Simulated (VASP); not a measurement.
# Si2Ni (Fm-3m) in VASP: a series of runs, part 2 of 3

VASP 6.6.1.

**3. Single point, PBE, collinear spin, ferromagnetic start**

Input file INCAR:

```
SYSTEM = Si2Ni
PREC = Accurate
ENCUT = 520
EDIFF = 1E-6
ISMEAR = 1
SIGMA = 0.05
LREAL = .False.
LASPH = .True.
NELM = 150
ALGO = Normal
ISIF = 2
LWAVE = .False.
LCHARG = .True.
ISPIN = 2
MAGMOM = 1 0 0
LORBIT = 11
LMAXMIX = 4
GGA = PE
LELF = .True.
LVHAR = .True.
NBANDS = 20
```

Input file KPOINTS:

```
Automatic mesh
0
Gamma
  10 10 10
  0 0 0
```

Input file POSCAR:

```
Si2Ni
1.0
    0.0000000000      2.7030000000      2.7030000000
    2.7030000000      0.0000000000      2.7030000000
    2.7030000000      2.7030000000      0.0000000000
Ni Si
1 2
Direct
    0.0000000000      0.0000000000      0.0000000000
    0.7500000000      0.7500000000      0.7500000000
    0.2500000000      0.2500000000      0.2500000000
```

Potentials or basis: VASP PAW PBE potentials, release 64 (Ni, Si).

Launch:

```bash
cat potpaw_PBE.64/Ni/POTCAR potpaw_PBE.64/Si/POTCAR > POTCAR
mpirun -np 1 vasp_std > vasp.out
```

OUTCAR:

```text
SYSTEM = Si2Ni
   PREC = Accurate
   ENCUT = 520
   EDIFF = 1E-6
   ISMEAR = 1
   LREAL = .False.
   LASPH = .True.
   NELM = 150
   ISIF = 2
   ISPIN = 2
   LORBIT = 11
   GGA = PE

 ion  position               nearest neighbor table
   1  0.000  0.000  0.000-   2 2.34   2 2.34   3 2.34   3 2.34   2 2.34   2 2.34   3 2.34   3 2.34

   2  0.750  0.750  0.750-   1 2.34   1 2.34   1 2.34   1 2.34   3 2.70   3 2.70   3 2.70   3 2.70
                             3 2.70   3 2.70
   3  0.250  0.250  0.250-   1 2.34   1 2.34   1 2.34   1 2.34   2 2.70   2 2.70   2 2.70   2 2.70
                             2 2.70   2 2.70

  LATTYP: Found a face centered cubic cell.
 ALAT       =     5.4060000000

  Lattice vectors:

 A1 = (   0.0000000000,   2.7030000000,   2.7030000000)
 A2 = (   2.7030000000,   0.0000000000,   2.7030000000)
 A3 = (   2.7030000000,   2.7030000000,   0.0000000000)

Analysis of symmetry for initial positions (statically):
=====================================================================
 Subroutine PRICEL returns:
 Original cell was already a primitive cell.

 Routine SETGRP: Setting up the symmetry group for a
 face centered cubic supercell.

 Subroutine GETGRP returns: Found 48 space group operations
 (whereof 48 operations were pure point group operations)
 out of a pool of 48 trial point group operations.

The static configuration has the point symmetry O_h .

Analysis of symmetry for dynamics (positions and initial velocities):
=====================================================================
 Subroutine PRICEL returns:
 Original cell was already a primitive cell.

 Routine SETGRP: Setting up the symmetry group for a
 face centered cubic supercell.

 Subroutine GETGRP returns: Found 48 space group operations
 (whereof 48 operations were pure point group operations)
 out of a pool of 48 trial point group operations.

The dynamic configuration has the point symmetry O_h .

Analysis of structural, dynamic, and magnetic symmetry:
=====================================================================
 Subroutine PRICEL returns:
 Original cell was already a primitive cell.

 Routine SETGRP: Setting up the symmetry group for a
 face centered cubic supercell.

 Subroutine GETGRP returns: Found 48 space group operations
 (whereof 48 operations were pure point group operations)
 out of a pool of 48 trial point group operations.

The overall configuration has the point symmetry O_h .

 Subroutine INISYM returns: Found 48 space group operations
 (whereof 48 operations are pure point group operations),
 and found     1 'primitive' translations

----------------------------------------------------------------------------------------

                                     Primitive cell

  volume of cell :      39.4974

  direct lattice vectors                    reciprocal lattice vectors
     0.000000000  2.703000000  2.703000000    -0.184979652  0.184979652  0.184979652
     2.703000000  0.000000000  2.703000000     0.184979652 -0.184979652  0.184979652
     2.703000000  2.703000000  0.000000000     0.184979652  0.184979652 -0.184979652

  length of vectors
     3.822619259  3.822619259  3.822619259     0.320394156  0.320394156  0.320394156

[... 78 lines left out ...]
   LSORBIT =      F    spin-orbit coupling
   LASPH  =      T    aspherical Exc in radial PAW
   ENCUT  =  520.0 eV  38.22 Ry    6.18 a.u.   7.11  7.11  7.11*2*pi/ulx,y,z
   NELM   =    150;   NELMIN=  2; NELMDL= -5     # of ELM steps
   EDIFF  = 0.1E-05   stopping-criterion for ELM
   LREAL  =      F    real-space projection
   EDIFFG = 0.1E-04   stopping-criterion for IOM
   NSW    =      0    number of steps for IOM
   IBRION =     -1    ionic relax: 0-MD 1-quasi-New 2-CG
   NFREE  =      0    steps in history (QN), initial steepest desc. (CG)
   ISIF   =      2    stress and relaxation
   ISYM   =      2    0-nonsym 1-usesym 2-fastsym
   POTIM  = 0.5000    time-step for ionic-motion
   TEBEG  =    0.0;   TEEND  =   0.0 temperature during run
   PSTRESS=    0.0 pullay stress
   NELECT =      18.0000    total number of electrons
   NUPDOWN=      -1.0000    fix difference up-down
   EMIN   =  10.00;   EMAX   =-10.00  energy-range for DOS
   EFERMI =   0.00;   METHOD = LEGACY
   ISMEAR =     1;   SIGMA  =   0.05  broadening in eV -4-tet -1-fermi 0-gaus
   EFERMI_NEDOS =   21; number of points for ismear=-14 and -15
   IALGO  =     38    algorithm
   IMIX   =      4    mixing-type and parameters
     AMIX     =   0.40;   BMIX     =  1.00
     AMIX_MAG =   1.60;   BMIX_MAG =  1.00
  volume/ion in A,a.u.               =      13.17        88.85
  Fermi-wavevector in a.u.,A,eV,Ry     =   1.259823  2.380721 21.594550  1.587155
  Thomas-Fermi vector in A             =   2.393364
   LORBIT       =     11    0 simple, 1 ext, 2 COOP (PROOUT), +10 PAW based schemes
   GGA     = PE    functional components
   LHFCALC =     F    Hartree Fock is set to
   AEXX    =    0.0000 exact exchange contribution
   IVDW    =     0    specifies the selected vdW correction
   LEPSILON=     F    determine dielectric tensor
   LRPA    =     F    only Hartree local field effects (RPA)
 spin polarized calculation
 Methfessel and Paxton  Order N= 1 SIGMA  =   0.05
  energy-cutoff  :      520.00
  volume of cell :       39.50
 maximum number of plane-waves:      1090
   NGX = 15   NGY = 15   NGZ = 15

 number of electron      17.9999999 magnetization      -0.0002975

 number of electron      17.9999999 magnetization       0.0002341

 Free energy of the ion-electron system (eV)
  ---------------------------------------------------
  ext. energy  EPLUGINS =         0.00000000
  ---------------------------------------------------
  free energy    TOTEN  =       -17.36021156 eV

  energy without entropy =      -17.35995953  energy(sigma->0) =      -17.36012755

 E-fermi :  10.4489     XC(G=0): -11.5866

 val. band max:       10.4123925317   @ k =   0.3000   0.2000   0.0000
 cond. band min:      10.4494605554   @ k =  -0.4000   0.5000   0.1000
 fundamental gap:      0.0370680237
 Fermi energy:        10.4489493794

 spin component 1

 k-point     1 :       0.0000    0.0000    0.0000
  band No.  band energies     occupation
      1      -3.3985      1.00000
      2       5.2445      1.00000
      3       5.2445      1.00000
      4       5.2445      1.00000
      5       6.9325      1.00000
      6       6.9325      1.00000
[... 541 lines left out ...]
     19      23.3258      0.00000
     20      23.7019      0.00000

 [... further k-points ...]

 spin component 2

 k-point     1 :       0.0000    0.0000    0.0000
  band No.  band energies     occupation
      1      -3.3985      1.00000
      2       5.2445      1.00000
      3       5.2445      1.00000
      4       5.2445      1.00000
      5       6.9326      1.00000
      6       6.9326      1.00000
[... 541 lines left out ...]
     19      23.3258      0.00000
     20      23.7019      0.00000

 [... further k-points ...]

------------------------ aborting loop because EDIFF is reached ----------------------------------------

  FORCE on cell =-STRESS in cart. coord.  units (eV):
  Direction    XX          YY          ZZ          XY          YZ          ZX
  --------------------------------------------------------------------------------------
  -------------------------------------------------------------------------------------
  Total        0.7936590      0.7936590      0.7936590      0.0000000      0.0000000      0.0000000
  in kB       32.1941087     32.1941087     32.1941087      0.0000000      0.0000000      0.0000000
  external PRESSURE =      32.1941087 kB  Pullay stress =       0.0000000 kB

 VOLUME and BASIS-vectors are now :
 -----------------------------------------------------------------------------
  energy-cutoff  :      520.00
  volume of cell :       39.50
      direct lattice vectors                 reciprocal lattice vectors
     0.000000000  2.703000000  2.703000000    -0.184979652  0.184979652  0.184979652
     2.703000000  0.000000000  2.703000000     0.184979652 -0.184979652  0.184979652
     2.703000000  2.703000000  0.000000000     0.184979652  0.184979652 -0.184979652

 POSITION                                       TOTAL-FORCE (eV/Angst)
 -----------------------------------------------------------------------------------
      0.00000      0.00000      0.00000        -0.000000     -0.000000     -0.000000
      4.05450      4.05450      4.05450         0.000000      0.000000      0.000000
      1.35150      1.35150      1.35150        -0.000000     -0.000000     -0.000000
 -----------------------------------------------------------------------------------
    total drift:                               -0.000000     -0.000000      0.000000

  FREE ENERGIE OF THE ION-ELECTRON SYSTEM (eV)
  ---------------------------------------------------
  free  energy   TOTEN  =       -17.3602115551 eV

  energy  without entropy=      -17.3599595350  energy(sigma->0) =      -17.36012755

 total charge

# of ion       s       p       d       tot
------------------------------------------
    1        0.559   0.802   8.446   9.807
    2        0.741   0.845   0.000   1.586
    3        0.741   0.845   0.000   1.586
--------------------------------------------------
tot          2.041   2.492   8.446  12.980

 magnetization (x)

# of ion       s       p       d       tot
------------------------------------------
    1       -0.000  -0.000   0.000   0.000
    2        0.000   0.000   0.000   0.000
    3        0.000   0.000   0.000   0.000
--------------------------------------------------
tot          0.000  -0.000   0.000   0.000
```

stdout:

```text
POSCAR found type information on POSCAR NiSi
 POSCAR found :  2 types and       3 ions
 scaLAPACK will be used
 LDA part: xc-table for (Slater+PW92), standard interpolation
 POSCAR, INCAR and KPOINTS ok, starting setup
 FFT: planning ... GRIDC
 FFT: planning ... GRID_SOFT
 FFT: planning ... GRID
 WAVECAR not read
 entering main loop
```

Run time: 2.1 min. Hardware: 1 thread of Intel Xeon 8259CL, shared host; peak memory 0.21 GiB.

Results:

```yaml
Free_energy: -17.3602 eV
Pressure: 3.2 GPa
Band_gap_on_the_k_mesh: zero (filled and empty bands overlap)
Net_moment: 0.00 μB per cell
Valence_electrons_inside_the_program's_atomic_spheres: Ni 9.81; Si 1.59
```

Levels at points of the mesh, in eV from the Fermi level:
Spin up:
| k point | band 6 | band 7 | band 8 | band 9 | band 10 | band 11 | band 12 | band 13 |
| --- | --- | --- | --- | --- | --- | --- | --- | --- |
| (0.00, 0.00, 0.00) | -3.52 | -0.29 | 1.70 | 1.70 | 1.70 | 2.29 | 2.29 | 2.29 |
| (0.50, 0.00, 0.00) | -3.33 | -3.33 | -1.44 | -1.44 | 1.80 | 1.80 | 1.80 | 2.61 |
| (0.50, 0.50, 0.00) | -3.61 | -3.61 | -3.44 | -3.11 | -0.43 | 1.42 | 7.74 | 8.31 |
Spin down:
```csv
k point,band 6,band 7,band 8,band 9,band 10,band 11,band 12,band 13
"(0.00, 0.00, 0.00)",-3.52,-0.29,1.70,1.70,1.70,2.29,2.29,2.29
"(0.50, 0.00, 0.00)",-3.33,-3.33,-1.44,-1.44,1.80,1.80,1.80,2.61
"(0.50, 0.50, 0.00)",-3.61,-3.61,-3.44,-3.11,-0.43,1.42,7.74,8.31
```

Caveat: the cell stands under pressure; the moments typed at the start vanished in this run.

(Continued in part 3 of 3.)

The gap in the log of VASP goes by the Fermi energy; the results here count the filled bands.